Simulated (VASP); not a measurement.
Input of a VASP 6.6.1 run:

File INCAR:

```
PREC = Accurate ; ENCUT = 520
EDIFF = 1E-7 ; ISMEAR = 1
SIGMA = 0.1 ; LREAL = False
LASPH = True ; NELM = 80
ALGO = Normal ; ISIF = 2
LWAVE = False ; LCHARG = False
NBANDS = 16
```

File KPOINTS:

```
regular mesh
0
Gamma
  2 2 2
```

File POSCAR:

```
HfOs
1.0
    3.2390000000      0.0000000000      0.0000000000
    0.0000000000      3.2390000000      0.0000000000
    0.0000000000      0.0000000000      3.2390000000
Hf Os
1 1
Direct
    0.0000000000      0.0000000000      0.0000000000
    0.5000000000      0.5000000000      0.5000000000
```

Potentials or basis: VASP PAW LDA potentials, release 64 (Hf_pv, Os).

Command:

```sh
$ cat potpaw_LDA.64/Hf_pv/POTCAR potpaw_LDA.64/Os/POTCAR > POTCAR
$ mpirun -np 1 vasp_std > vasp.out
```

(1) Predict the band gap on the k mesh.

(2) Predict the pressure.

## Answers

(1) zero (band 9 reaches 7.94 eV, above the bottom of band 10 at 6.73 eV).

(2) -4.6 GPa.

Caveat: the k points lie up to 0.97 Å⁻¹ apart; spin-orbit coupling is left out, which moves the levels of the heavy elements.
